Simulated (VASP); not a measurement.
Crystal: Hf.

```
CELL_PARAMETERS angstrom
3.19873 0.00000 0.00000
-1.59937 2.77018 0.00000
0.00000 0.00000 5.05050
ATOMIC_POSITIONS crystal
Hf 0.33333 0.66667 0.25000
Hf 0.66667 0.33333 0.75000
```

Base run:

- Program: VASP 6.6.1
- Functional: r2SCAN
- Potentials or basis: VASP PAW PBE potentials, release 64 (Hf_pv)
- Cutoff: 520 eV
- k mesh: 9 × 9 × 5
- Occupations: fermi-dirac, width 0.1 eV
- Spin: no spin polarisation

Its results: band gap on the k mesh zero (band 10 reaches 6.16 eV, above the bottom of band 11 at 4.42 eV); pressure -0.7 GPa.

Question: After a change of settings the same cell gave: band gap on the k mesh zero (band 10 reaches 6.17 eV, above the bottom of band 11 at 4.51 eV); pressure -1.4 GPa. Which change was it?
A. k mesh from 9 × 9 × 5 to 11 × 11 × 6; occupations from fermi-dirac, width 0.1 eV to fermi-dirac, width 0.3 eV
B. k mesh from 9 × 9 × 5 to 3 × 3 × 2
C. k mesh from 9 × 9 × 5 to 6 × 6 × 3; further incar settings from ALGO = Normal; EDIFF = 1e-06; NBANDS = 17 to ALGO = Normal; EDIFF = 1e-07; NBANDS = 17

Answer: B.

Caveats: some runs use coarse meshes; the PAW data sets were made with another functional, which shifts forces and pressure a little; spin-orbit coupling is left out, which moves the levels of the heavy elements.
